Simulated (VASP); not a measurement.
Here is a VASP 6.6.1 calculation.

The input INCAR:

```
SYSTEM = Hg
  PREC = Accurate
  ENCUT = 520
  EDIFF = 1E-6
  ISMEAR = -1
  SIGMA = 0.1
  LREAL = .FALSE.
  LASPH = .TRUE.
  NELM = 100
  ALGO = Normal
  ISIF = 2
  LWAVE = .FALSE.
  LCHARG = .TRUE.
  GGA = RP
  LELF = .TRUE.
  LVHAR = .TRUE.
  NBANDS = 12
```

File KPOINTS:

```
Automatic mesh
0
G
  11 11 11
  0 0 0
```

File POSCAR:

```
Hg
1.0
    2.7125875537      1.5661131543      3.9793909611
   -2.7125875537      1.5661131543      3.9793909611
    0.0000000000     -3.1322263087      3.9793909610
Hg
1
Direct
    0.0000000000      0.0000000000      0.0000000000
```

Potentials or basis: VASP PAW PBE potentials, release 64 (Hg).

Run with:

```console
$ cat potpaw_PBE.64/Hg/POTCAR > POTCAR
$ mpirun -np 1 vasp_std > vasp.out
```

Predict the pressure.

0.0 GPa.

What does it give for the band gap on the k mesh?

4.16 eV (least direct gap 4.41 eV).

Caveat: the PAW data sets were made with another functional, which shifts forces and pressure a little; spin-orbit coupling is left out, which moves the levels of the heavy elements; an odd mesh through Γ misses points on the zone boundary, where band edges can lie.
